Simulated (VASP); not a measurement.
# Li (Im-3m) in VASP: further runs, part 2 of 2

VASP 6.6.1. The steps go on from the part before.

## (3) Single point, PBE+D3(BJ) (volume scaled by 1.06)

File INCAR:

```
SYSTEM = Li
PREC = Accurate
ENCUT = 520
EDIFF = 1E-6
ISMEAR = 0
SIGMA = 0.1
LREAL = .FALSE.
LASPH = .TRUE.
NELM = 100
ALGO = Normal
ISIF = 2
LWAVE = .FALSE.
LCHARG = .FALSE.
GGA = PE
IVDW = 12
NBANDS = 8
```

File KPOINTS:

```
Automatic mesh
0
G
  18 18 18
  0 0 0
```

File POSCAR:

```
Li
1.0
   -1.6944244049      1.6944244049      1.6944244049
    1.6944244049     -1.6944244049      1.6944244049
    1.6944244049      1.6944244049     -1.6944244049
Li
1
Direct
    0.0000000000      0.0000000000      0.0000000000
```

Potentials or basis: VASP PAW PBE potentials, release 64 (Li_sv).

Started as:

```
cat potpaw_PBE.64/Li_sv/POTCAR > POTCAR
mpirun -np 1 vasp_std > vasp.out
```

Run time: 9.2 s. Hardware: 1 thread of Intel Xeon Platinum 8559C (Emerald Rapids), shared host; peak memory 0.15 GiB.

Results (log left out):

```
Free energy                : -2.0806 eV
Dispersion energy per atom : -0.176 eV
```

Levels at points of the mesh, in eV from the Fermi level:
| k point | band 1 | band 2 | band 3 | band 4 | band 5 |
| --- | --- | --- | --- | --- | --- |
| (0.00, 0.00, 0.00) | -46.47 | -3.62 | 15.03 | 15.03 | 15.03 |
| (0.50, 0.00, 0.00) | -46.44 | 0.23 | 3.39 | 10.65 | 12.16 |
| (0.50, 0.50, 0.50) | -46.43 | 5.66 | 5.66 | 5.66 | 7.95 |

Caveat: the cell differs from its parent crystal (volume scaled by 1.06); the cutoff is under 1.25 times the usual one of these potentials, so pressure, stress and relaxed cells hold a basis-set (Pulay) error; pairwise dispersion overbinds metals, which lowers pressure and volume.

## (4) Single point, PBE+D3(BJ) (volume scaled by 1.10)

File INCAR:

```
SYSTEM = Li
  PREC = Accurate
  ENCUT = 520
  EDIFF = 1E-7
  ISMEAR = 0
  SIGMA = 0.1
  LREAL = .False.
  LASPH = .True.
  NELM = 100
  ALGO = Fast
  ISIF = 2
  LWAVE = .False.
  LCHARG = .False.
  GGA = PE
  IVDW = 12
  NBANDS = 8
```

File KPOINTS:

```
regular mesh
0
Gamma
  18 18 18
  0 0 0
```

File POSCAR:

```
Li
1.0
   -1.7154753078      1.7154753078      1.7154753078
    1.7154753078     -1.7154753078      1.7154753078
    1.7154753078      1.7154753078     -1.7154753078
Li
1
Direct
    0.0000000000      0.0000000000      0.0000000000
```

Potentials or basis: VASP PAW PBE potentials, release 64 (Li_sv).

Started as:

```
cat potpaw_PBE.64/Li_sv/POTCAR > POTCAR
mpirun -np 1 vasp_std > vasp.out
```

OUTCAR:

```text
SYSTEM = Li
   PREC = Accurate
   ENCUT = 520
   EDIFF = 1E-7
   ISMEAR = 0
   LREAL = .False.
   LASPH = .True.
   NELM = 100
   ISIF = 2
   GGA = PE
   IVDW = 12
 IVDW          = 12

 ion  position               nearest neighbor table
   1  0.000  0.000  0.000-

  LATTYP: Found a body centered cubic cell.
 ALAT       =     3.4309506156

  Lattice vectors:

 A1 = (  -1.7154753078,   1.7154753078,   1.7154753078)
 A2 = (   1.7154753078,  -1.7154753078,   1.7154753078)
 A3 = (   1.7154753078,   1.7154753078,  -1.7154753078)

[... 444 lines left out ...]

 [... further k-points ...]

------------------------ aborting loop because EDIFF is reached ----------------------------------------

 Edisp (eV)   -0.16974

 E8    (eV) :    -0.0707

  FORCE on cell =-STRESS in cart. coord.  units (eV):
  Direction    XX          YY          ZZ          XY          YZ          ZX
  --------------------------------------------------------------------------------------
  -------------------------------------------------------------------------------------
  Total      -0.17215    -0.17215    -0.17215     0.00000     0.00000    -0.00000
  in kB     -13.65884   -13.65884   -13.65884     0.00000     0.00000    -0.00000
  external pressure =      -13.66 kB  Pullay stress =        0.00 kB

 VOLUME and BASIS-vectors are now :
 -----------------------------------------------------------------------------
  energy-cutoff  :      520.00
  volume of cell :       20.19
      direct lattice vectors                 reciprocal lattice vectors
    -1.715475308  1.715475308  1.715475308     0.000000000  0.291464411  0.291464411
     1.715475308 -1.715475308  1.715475308     0.291464411  0.000000000  0.291464411
     1.715475308  1.715475308 -1.715475308     0.291464411  0.291464411  0.000000000

 POSITION                                       TOTAL-FORCE (eV/Angst)
 -----------------------------------------------------------------------------------
      0.00000      0.00000      0.00000        -0.000000     -0.000000     -0.000000
 -----------------------------------------------------------------------------------
    total drift:                                0.000000      0.000000     -0.000000

  FREE ENERGIE OF THE ION-ELECTRON SYSTEM (eV)
  ---------------------------------------------------
  free  energy   TOTEN  =        -2.0759020511 eV

  energy  without entropy=       -2.0733772712  energy(sigma->0) =       -2.07463966
```

stdout:

```text
POSCAR found type information on POSCAR Li
 POSCAR found :  1 types and       1 ions
 scaLAPACK will be used
 LDA part: xc-table for (Slater+PW92), standard interpolation
 POSCAR, INCAR and KPOINTS ok, starting setup
 FFT: planning ... GRIDC
 FFT: planning ... GRID_SOFT
 FFT: planning ... GRID
 WAVECAR not read
 entering main loop
WARNING in EDDRMM: call to ZHEGV failed, returncode =   8  4      4
WARNING in EDDRMM: call to ZHEGV failed, returncode =   6  3      2
WARNING in EDDRMM: call to ZHEGV failed, returncode =   6  3      2
WARNING in EDDRMM: call to ZHEGV failed, returncode =   6  3      4
WARNING in EDDRMM: call to ZHEGV failed, returncode =   6  3      4
WARNING in EDDRMM: call to ZHEGV failed, returncode =   6  3      4
WARNING in EDDRMM: call to ZHEGV failed, returncode =   6  3      3
WARNING in EDDRMM: call to ZHEGV failed, returncode =   6  3      2
WARNING in EDDRMM: call to ZHEGV failed, returncode =   8  4      8
WARNING in EDDRMM: call to ZHEGV failed, returncode =   6  3      5
WARNING in EDDRMM: call to ZHEGV failed, returncode =   6  3      7
WARNING in EDDRMM: call to ZHEGV failed, returncode =   6  3      6
WARNING in EDDRMM: call to ZHEGV failed, returncode =   8  4      8
WARNING in EDDRMM: call to ZHEGV failed, returncode =   6  3      2
WARNING in EDDRMM: call to ZHEGV failed, returncode =   6  3      6
```

It took 23 s on 1 thread of Intel Xeon Platinum 8559C (Emerald Rapids), shared host; peak memory 0.15 GiB.

What came out:

```yaml
Free_energy: -2.0759 eV
Dispersion_energy_per_atom: -0.170 eV
```

Caveat: the cell differs from its parent crystal (volume scaled by 1.10); the cutoff is under 1.25 times the usual one of these potentials, so pressure, stress and relaxed cells hold a basis-set (Pulay) error; pairwise dispersion overbinds metals, which lowers pressure and volume.

## (5) Relaxation of cell and atoms, PBE+D3(BJ)

This run uses another cell than the first one, of 18.39 Å³/atom, 0.972 times its volume.

File INCAR:

```
SYSTEM = Li
PREC = Accurate
ENCUT = 600
EDIFF = 1E-7
ISMEAR = 0
SIGMA = 0.1
LREAL = .False.
LASPH = .True.
NELM = 60
ALGO = Normal
ISIF = 3
LWAVE = .False.
LCHARG = .False.
GGA = PE
IVDW = 12
IBRION = 2
NSW = 100
EDIFFG = -0.005
```

KPOINTS is that of step 4.

File POSCAR:

```
Li
1.0
   -1.6627443021      1.6627443021      1.6627443021
    1.6627443021     -1.6627443021      1.6627443021
    1.6627443021      1.6627443021     -1.6627443021
Li
1
Direct
    0.0000000000      0.0000000000      0.0000000000
```

Started as:

```
cat potpaw_PBE.64/Li_sv/POTCAR > POTCAR
mpirun -np 1 vasp_std > vasp.out
```

Wall time 13 s (1 thread of Intel Xeon Platinum 8559C (Emerald Rapids), shared host); peak memory 0.15 GiB.

It converged, with:

```yaml
Free_energy: -2.0834 eV
Relaxed_volume: 18.17 Å³/atom
Relaxed_cell: a = 2.868 Å, b = 2.868 Å, c = 2.868 Å, α = 109.47°, β = 109.47°, γ = 109.47°
Space_group_after_relaxing_to_0.05_Å: Im-3m (No. 229)
Energy_gained_by_relaxing: 0.1 meV/atom
Ionic_steps: 3
Pressure_after_relaxing: 0.0 GPa
Dispersion_energy_per_atom: -0.189 eV
```

Step by step:
```
step  energy change (eV)  largest force (eV/Å)  pressure (GPa)  volume (Å³)
   1              0.0000                0.0000           -0.18        18.39
   2             -0.0001                0.0000           -0.14        18.33
   3             -0.0001                0.0000            0.00        18.17
```

Final structure:
```
Li
1.0
    -1.65599    1.65599    1.65599
     1.65599   -1.65599    1.65599
     1.65599    1.65599   -1.65599
Li
1
Direct
  0.00000 0.00000 0.00000
```

Levels at points of the mesh, in eV from the Fermi level:
```tsv
k point	band 1	band 2	band 3	band 4
(0.00, 0.00, 0.00)	-46.35	-3.71	15.79	15.79
(0.50, 0.00, 0.00)	-46.32	0.21	3.63	11.17
(0.50, 0.50, 0.50)	-46.30	5.92	5.92	5.92
```

Caveat: the cutoff is under 1.25 times the usual one of these potentials, so pressure, stress and relaxed cells hold a basis-set (Pulay) error; pairwise dispersion overbinds metals, which lowers pressure and volume.

## (6) The runs side by side

| task | cell | cutoff (eV) | gap on the mesh (eV) |
| --- | --- | --- | --- |
| single point | a = 2.907 Å, angles 109.5°, 1 atom | 520 | none |
| single point | a = 2.935 Å, angles 109.5°, 1 atom | 520 | none |
| single point | a = 2.971 Å, angles 109.5°, 1 atom | 520 | none |
| relaxation of cell and atoms | relaxed from a = 2.880 Å, angles 109.5°, 1 atom | 600 | none |

Alike in all rows: level PBE+D3(BJ); potentials or basis VASP PAW PBE potentials, release 64 (Li_sv); no spin polarisation; k mesh 18 × 18 × 18; smearing gaussian 0.1 eV.

Caveats: the cutoff is under 1.25 times the usual one of these potentials, so pressure, stress and relaxed cells hold a basis-set (Pulay) error; pairwise dispersion overbinds metals, which lowers pressure and volume.

Total energies depend on the potentials used, so only differences within one code and one set of settings carry meaning.
